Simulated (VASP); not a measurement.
# Mo: relaxation of cell and atoms with PBEsol

Crystal: Mo.

```
Mo
1.0
    -1.58381    1.58381    1.58381
     1.58381   -1.58381    1.58381
     1.58381    1.58381   -1.58381
Mo
1
Direct
  0.00000 0.00000 0.00000
```

| Quantity | Value |
| --- | --- |
| Program | VASP 6.6.1 |
| Task | relaxation of cell and atoms |
| Functional | PBEsol |
| Potentials or basis | VASP PAW PBE potentials, release 64 (Mo_sv) |
| Cutoff | 600 eV |
| k mesh | 12 × 12 × 12 |
| Occupations | fermi-dirac, width 0.05 eV |
| Spin | no spin polarisation |
| Dipole correction | no |
| Further INCAR settings | ALGO = Normal; EDIFF = 1e-06; IBRION = 2; EDIFFG = -0.01; NSW = 60; ISIF = 3 |

```json
{
 "Relaxed volume": "15.35 Å³/atom",
 "Relaxed cell": "a = 2.712 Å, b = 2.712 Å, c = 2.712 Å, α = 109.47°, β = 109.47°, γ = 109.47°",
 "Space group after relaxing (to 0.1 Å)": "Im-3m (No. 229)",
 "Energy gained by relaxing": "16.3 meV/atom",
 "Ionic steps": "4",
 "Pressure after relaxing": "-0.1 GPa",
 "Band gap on the k mesh": "zero (bands 7 and 8 overlap by 5.52 eV)"
}
```

The path:
```
step  energy change (eV)  largest force (eV/Å)  pressure (GPa)  volume (Å³)
   1              0.0000                0.0000           -9.23        15.89
   2              0.1322                0.0000           35.36        13.88
   3             -0.0163                0.0000           -0.39        15.37
   4             -0.0163                0.0000           -0.07        15.35
```

Final structure:
```
Mo
1.0
    -1.56554    1.56554    1.56554
     1.56554   -1.56554    1.56554
     1.56554    1.56554   -1.56554
Mo
1
Cartesian
  0.0000 0.0000 0.0000
```

Levels at points of the mesh, in eV from the Fermi level:
```
           k point  band 3  band 4  band 5  band 6  band 7  band 8  band 9  band 10  band 11
(0.00, 0.00, 0.00)  -34.38  -34.38   -7.28   -1.34   -1.34   -1.34    1.74     1.74    14.90
(0.50, 0.00, 0.00)  -34.85  -34.39   -5.40   -3.44    1.74    1.79    2.43     4.97    12.03
(0.50, 0.50, 0.50)  -35.41  -35.41   -5.55   -5.55    4.18    4.18    4.18     9.23     9.23
```

It took 28 s on 1 thread of Intel Xeon 8259CL, on a shared host, peak memory 0.16 GiB.

Caveat: the PAW data sets were made with another functional, which shifts forces and pressure a little.
